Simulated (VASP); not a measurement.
## Cu3N: relaxation of cell and atoms with LDA

The system is Cu3N.

```
Cu N
1.0
     3.80700    0.00000    0.00000
     0.00000    3.80700    0.00000
     0.00000    0.00000    3.80700
Cu N
3 1
Direct
  0.50000 0.00000 0.00000
  0.00000 0.50000 0.00000
  0.00000 0.00000 0.50000
  0.00000 0.00000 0.00000
```

```json
{
  "Program": "VASP 6.6.1",
  "Task": "relaxation of cell and atoms",
  "Functional": "LDA",
  "Potentials or basis": "VASP PAW LDA potentials, release 64 (Cu, N)",
  "Cutoff": "600 eV",
  "k mesh": "8 × 8 × 8",
  "Occupations": "fermi-dirac, width 0.1 eV",
  "Spin": "no spin polarisation",
  "Dipole correction": "no",
  "Further INCAR settings": "ALGO = Normal; EDIFF = 1e-07; IBRION = 2; EDIFFG = -0.01; NSW = 80; ISIF = 3"
}
```

```json
{"Relaxed volume": "12.95 Å³/atom", "Relaxed cell": "a = 3.727 Å, b = 3.727 Å, c = 3.727 Å, α = 90.00°, β = 90.00°, γ = 90.00°", "Space group after relaxing (to 0.1 Å)": "Pm-3m (No. 221)", "Energy gained by relaxing": "22.6 meV/atom", "Ionic steps": "3", "Pressure after relaxing": "-0.1 GPa"}
```

Step by step:
| step | energy change (eV) | largest force (eV/Å) | pressure (GPa) | volume (Å³) |
| --- | --- | --- | --- | --- |
| 1 | 0.0000 | 0.0000 | -8.08 | 55.18 |
| 2 | -0.0536 | 0.0000 | 6.23 | 49.80 |
| 3 | -0.0905 | 0.0000 | -0.05 | 51.79 |

Final structure:
```yaml
crystal:
  lattice:
    - [3.72749, 0.00000, 0.00000]
    - [0.00000, 3.72749, 0.00000]
    - [0.00000, 0.00000, 3.72749]
  atoms:
    - { symbol: Cu, position: [0.50000, 0.00000, 0.00000] }
    - { symbol: Cu, position: [0.00000, 0.50000, 0.00000] }
    - { symbol: Cu, position: [0.00000, 0.00000, 0.50000] }
    - { symbol: N, position: [0.00000, 0.00000, 0.00000] }
```

Levels at points of the mesh, in eV from the Fermi level:
```
           k point  band 16  band 17  band 18  band 19  band 20  band 21  band 22  band 23
(0.00, 0.00, 0.00)    -2.07    -2.07    -2.07    -2.02     1.20     5.49     5.49     6.64
(0.50, 0.00, 0.00)    -2.46    -2.07    -1.61    -1.61     1.76     3.37     7.09     7.30
(0.50, 0.50, 0.00)    -2.41    -1.24    -1.24    -0.82    -0.05     3.80     4.95     4.95
(0.50, 0.50, 0.50)    -2.11    -0.05    -0.05    -0.05     0.54     0.54     0.54     6.16
```

It took 95 s on 1 thread of Intel(R) Xeon(R) Platinum 8488C (Sapphire Rapids), with other jobs on the host, peak memory 0.18 GiB.

LDA usually gives volumes a few per cent too small. Zero-point motion and thermal expansion aren't in these numbers.
